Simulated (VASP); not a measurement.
A run of VASP 6.6.1:

File INCAR:

```
PREC = Accurate ; ENCUT = 500
EDIFF = 1E-7 ; ISMEAR = 0
SIGMA = 0.1 ; LREAL = F
LASPH = T ; NELM = 120
ALGO = Normal ; ISIF = 3
LWAVE = F ; LCHARG = F
GGA = PE ; IBRION = 2
NSW = 90 ; EDIFFG = -0.04
GGA_COMPAT = F ; NELMIN = 4
```

File KPOINTS:

```
Automatic mesh
0
Gamma
  8 8 8
```

The input POSCAR:

```
B
1.0
    2.4662637900      0.0000000000      0.0000000000
    0.0000000000      2.4662637900      0.0000000000
    0.0000000000      0.0000000000      2.1677235900
B
3
Direct
    0.5000000000      0.0000000000      0.9456100600
    0.0000000000      0.5000000000      0.9456100600
    0.0000000000      0.0000000000      0.7428543600
```

Potentials or basis: VASP PAW PBE potentials, release 64 (B).

Launch:

```bash
$ cat potpaw_PBE.64/B/POTCAR > POTCAR
$ mpirun -np 1 vasp_std > vasp.out
```

Hardware: 1 thread of Intel Xeon 8259CL, with other jobs on the host.

**Question.** How long does it take, and how much memory?

**Answer.** Run time: 110 s on 1 thread of Intel Xeon 8259CL, on a shared host, peak memory 0.11 GiB. Counts: scf iterations 132, k points 75, ion steps 18.
